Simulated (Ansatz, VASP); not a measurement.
**Ti in VASP and in Ansatz**

```
Ti
1.0
     2.93573    0.00000    0.00000
    -1.46787    2.54242    0.00000
     0.00000    0.00000    4.64086
Ti
2
Direct
  0.33333 0.66667 0.25000
  0.66667 0.33333 0.75000
```

Alike in both runs: task relaxation of cell and atoms; functional LDA; k mesh 9 × 9 × 4; occupations gaussian, width 0.1 eV; no spin polarisation.

|  | VASP | Ansatz |
| --- | --- | --- |
| version | VASP 6.6.1 | Ansatz 0.2.0 |
| potentials or method | VASP PAW LDA potentials, release 64 (Ti_sv), cutoff 600 eV | scalar-relativistic, plane waves, PAW |
| valence electrons in the cell | 24 | 24 |

```tsv
	VASP	Ansatz	Ansatz less VASP
gap on the k mesh at the Fermi level, each at its own relaxed structure (eV)	none	none	-
relaxed volume (Å³/atom)	16.09	16.09	+0.002
relaxed cell length with the largest relative difference (Å)	4.521	4.520	-0.0012
```

Ansatz warns that its potentials were made for another functional, while VASP's fit it. LDA's correlation is that of Perdew and Zunger in VASP and of Perdew and Wang (1992) in Ansatz. A gap of «none» marks a metal or a gap that the smearing closes.
